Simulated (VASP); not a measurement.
Write the native input for VASP 6.6.1 that does the following.

```
Task                   : single point
Functional             : PBEsol
Potentials or basis    : VASP PAW PBE potentials, release 64 (Sc_sv, Al)
Cutoff                 : 520 eV
k mesh                 : 2 × 2 × 2
Occupations            : gaussian, width 0.1 eV
Spin                   : no spin polarisation
Dipole correction      : no
Further INCAR settings : ALGO = Normal; EDIFF = 1e-06; NBANDS = 14
```

The structure of ScAl lies in POSCAR:

```
ScAl
1.0
    3.3703489700      0.0000000000      0.0000000000
    0.0000000000      3.3703489700      0.0000000000
    0.0000000000      0.0000000000      3.3703489700
Sc Al
1 1
Direct
    0.5000000000      0.5000000000      0.5000000000
    0.0000000000      0.0000000000      0.0000000000
```

One way to write it, as run:

INCAR

```
PREC = Accurate
ENCUT = 520
EDIFF = 1E-6
ISMEAR = 0
SIGMA = 0.1
LREAL = False
LASPH = True
NELM = 60
ALGO = Normal
ISIF = 2
LWAVE = False
LCHARG = False
GGA = PS
NBANDS = 14
```

KPOINTS

```
Automatic mesh
0
Gamma
  2 2 2
```

Potentials or basis: VASP PAW PBE potentials, release 64 (Sc_sv, Al).

Launch:

```bash
$ cat potpaw_PBE.64/Sc_sv/POTCAR potpaw_PBE.64/Al/POTCAR > POTCAR
$ mpirun -np 1 vasp_std > vasp.out
```

Results of the run:

The pressure is -1.6 GPa and the band gap on the k mesh is zero (band 7 reaches 6.14 eV, above the bottom of band 8 at 5.08 eV).

Caveat: the k points lie up to 0.93 Å⁻¹ apart; the PAW data sets were made with another functional, which shifts forces and pressure a little.

Wall time 8.7 s on 1 thread of Intel Xeon 8259CL, on a shared host, peak memory 0.15 GiB.
